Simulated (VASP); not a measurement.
**Al3Cu2: single point with PBEsol**

System: Al3Cu2.

```
CELL_PARAMETERS angstrom
6.89219 -0.18546 -0.06005
-0.18546 6.97390 0.00678
-0.06005 0.00678 7.00228
ATOMIC_POSITIONS crystal
Al 0.47364 0.06103 0.99140
Al 0.21015 0.96136 0.60332
Al 0.05141 0.03908 0.90845
Al 0.47438 0.86904 0.31990
Al 0.80935 0.38306 0.97324
Al 0.60577 0.50089 0.64627
Al 0.79555 0.15939 0.70534
Al 0.69359 0.78427 0.99922
Al 0.14844 0.36854 0.41215
Al 0.08539 0.67859 0.15337
Al 0.46521 0.38957 0.18364
Al 0.30063 0.64602 0.76706
Cu 0.88689 0.90231 0.44296
Cu 0.89581 0.20744 0.25847
Cu 0.23083 0.06557 0.23052
Cu 0.91933 0.72096 0.77771
Cu 0.26670 0.30621 0.69412
Cu 0.61948 0.85442 0.66845
Cu 0.71350 0.59445 0.33198
Cu 0.47449 0.14495 0.46428
```

| Quantity | Value |
| --- | --- |
| Program | VASP 6.6.1 |
| Task | single point |
| Functional | PBEsol |
| Potentials or basis | VASP PAW PBE potentials, release 64 (Al, Cu) |
| Cutoff | 400 eV |
| k mesh | 1 × 1 × 1, shifted |
| Occupations | fermi-dirac, width 0.1069 eV |
| Spin | no spin polarisation |

* Pressure: -2.2 GPa
* Largest force: 3.299 eV/Å

Forces on the atoms (eV/Å):
```
Al  -0.091  0.722 -1.199
Al  -0.037 -0.132 -1.123
Al   0.693  0.004  2.255
Al   1.282 -2.998 -0.505
Al  -0.110  1.178  0.736
Al   0.471 -0.989 -0.220
Al  -0.645  0.158 -2.571
Al   0.036 -0.612  1.675
Al  -0.374  0.938 -0.856
Al  -0.090  0.234 -0.046
Al  -0.370  0.403 -0.297
Al  -0.903  0.053  0.940
Cu   0.075 -0.039 -0.452
Cu  -1.018 -0.542 -0.119
Cu  -1.496  0.158 -0.193
Cu   1.415 -0.356 -0.427
Cu   0.742 -0.484  2.163
Cu  -1.364 -0.028 -0.269
Cu   0.710  0.230 -0.699
Cu   1.076  2.104  1.205
```

Stress tensor (GPa, compression positive):
```
-5.92 -5.99 -3.67
-5.99  0.73 -3.09
-3.67 -3.09 -1.47
```

Levels at points of the mesh, in eV from the Fermi level:
| k point | band 58 | band 59 | band 60 | band 61 | band 62 | band 63 | band 64 | band 65 | band 66 | band 67 |
| --- | --- | --- | --- | --- | --- | --- | --- | --- | --- | --- |
| (0.25, 0.25, 0.25) | -1.62 | -1.41 | -1.18 | -0.30 | -0.12 | 0.13 | 0.27 | 0.52 | 0.70 | 1.03 |

Run time: 76 s on 1 thread of Intel(R) Xeon(R) Platinum 8259CL CPU @ 2.50GHz (Skylake/Cascade Lake), on a shared host, peak memory 0.3 GiB.

Caveat: the atoms stand as in a frame of molecular dynamics; the PAW data sets were made with another functional, which shifts forces and pressure a little.
